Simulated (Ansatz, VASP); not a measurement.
## One calculation of Be2Se3, two programs

```
CELL_PARAMETERS angstrom
8.09083 0.00000 0.00000
0.00000 1.82252 3.33205
0.00000 -1.82252 3.33205
ATOMIC_POSITIONS crystal
Be 0.74723 0.44246 0.44246
Be 0.25277 0.44246 0.44246
Se 0.83487 0.77558 0.77558
Se 0.16513 0.77558 0.77558
Se 0.50000 0.55359 0.55359
```

Alike in both runs: functional PBE; k mesh 3 × 5 × 5; occupations gaussian, width 0.2 eV; no spin polarisation.

Ansatz relaxed the structure, and its values are those at the end. VASP's run is a single point on that final structure, the one shown.

|  | VASP | Ansatz |
| --- | --- | --- |
| version | VASP 6.6.1 | Ansatz 0.2.0 |
| potentials or method | VASP PAW PBE potentials, release 64 (Be, Se), cutoff 520 eV | scalar-relativistic, plane waves, PAW |
| valence electrons in the cell | 22 | 52 |

|  | VASP | Ansatz | Ansatz less VASP |
| --- | --- | --- | --- |
| gap on the k mesh at the Fermi level (eV) | none | none | - |
| pressure (GPa) | 0.3 | 0.1 | -0.12 |
| rms of the force components (eV/Å) | 0.011 | 0.010 | -0.0007 |

A gap of «none» marks a metal or a gap that the smearing closes. VASP's potentials hold 22 valence electrons a cell and Ansatz's 52, so a difference there can come from the potentials and not from the codes.

The k mesh is coarse, so the values compare programs but aren't converged.
